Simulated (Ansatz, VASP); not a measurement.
**Two plane-wave programs on NaF**

```
Na F
1.0
     0.00000    2.26522    2.32330
     2.26522    0.00000    2.32330
     2.26522    2.26522    0.00000
Na F
1 1
Cartesian
  0.0000 0.0000 0.0000
  2.2652 2.2652 2.3233
```

Change from the starting cell: strain -0.025 along x and y, +0.000 along z, atoms carried along.

Alike in both runs: task single point; functional PBEsol; k mesh 8 × 8 × 8; occupations gaussian, width 0.05 eV; no spin polarisation.

|  | VASP | Ansatz |
| --- | --- | --- |
| version | VASP 6.6.1 | Ansatz 0.2.0 |
| potentials or method | VASP PAW PBE potentials, release 64 (Na_pv, F), cutoff 520 eV | scalar-relativistic, plane waves, PAW |
| valence electrons in the cell | 14 | 16 |

```tsv
	VASP	Ansatz	Ansatz less VASP
gap on the k mesh at the Fermi level (eV)	6.39	6.41	+0.021
least direct gap on the mesh (eV)	6.39	6.41	+0.021
pressure (GPa)	2.2	2.2	-0.04
traceless stress, the component that is largest in VASP (GPa)	-1.66	-1.59	+0.071
```

VASP's potentials were made for PBE, not for PBEsol. With one functional, cell and mesh, what is left measures potentials, basis and numerics. VASP's potentials hold 14 valence electrons a cell and Ansatz's 16, so a difference there can come from the potentials and not from the codes.
